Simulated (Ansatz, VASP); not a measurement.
SiC in VASP and in Ansatz

INCAR

```
PREC = Accurate
ENCUT = 520
EDIFF = 1E-7
ISMEAR = 0
SIGMA = 0.05
LREAL = False
LASPH = True
NELM = 80
ALGO = Normal
ISIF = 2
LWAVE = False
LCHARG = True
GGA = PE
LELF = True
LVHAR = True
NBANDS = 11
```

Contents of KPOINTS:

```
regular mesh
0
Gamma
  12 12 12
```

File POSCAR:

```
SiC
1.0
    0.0000000000      2.1740000000      2.1740000000
    2.1740000000      0.0000000000      2.1740000000
    2.1740000000      2.1740000000      0.0000000000
Si C
1 1
Direct
   -0.1034958602     -0.1034958602      0.1034958602
    0.7500000000      0.7500000000      0.7500000000
```

Input for Ansatz:

```yaml
crystal:
  lattice:
    - [0.0, 2.174, 2.174]
    - [2.174, 0.0, 2.174]
    - [2.174, 2.174, 0.0]
  atoms:
    - { symbol: Si, position: [-0.1034958602, -0.1034958602, 0.1034958602] }
    - { symbol: C, position: [0.75, 0.75, 0.75] }
basis:
  ecutwfc: 420
kpoints:
  mp_grid: { grid: [12, 12, 12] }
hamiltonian:
  xc: pbe
scf:
  occupations: { method: gaussian, width: 0.05 }
output:
  forces: true
  stress: true
  eigenvalues: true
```

Alike in both runs: task single point; functional PBE; k mesh 12 × 12 × 12; occupations gaussian, width 0.05 eV; no spin polarisation.

|  | VASP | Ansatz |
| --- | --- | --- |
| version | VASP 6.6.1 | Ansatz 0.2.0 |
| potentials or method | VASP PAW PBE potentials, release 64 (Si, C), cutoff 520 eV | scalar-relativistic, plane waves, PAW |
| valence electrons in the cell | 8 | 8 |

|  | VASP | Ansatz | Ansatz less VASP |
| --- | --- | --- | --- |
| gap on the k mesh at the Fermi level (eV) | none | none | - |
| pressure (GPa) | 26.9 | 27.0 | +0.15 |
| traceless stress, the component that is largest in VASP (GPa) | 35.74 | 35.79 | +0.052 |
| rms of the force components (eV/Å) | 3.847 | 3.846 | -0.0008 |

Atom by atom the forces differ by 0.001 eV/Å (rms over components). A gap of «none» marks a metal or a gap that the smearing closes.
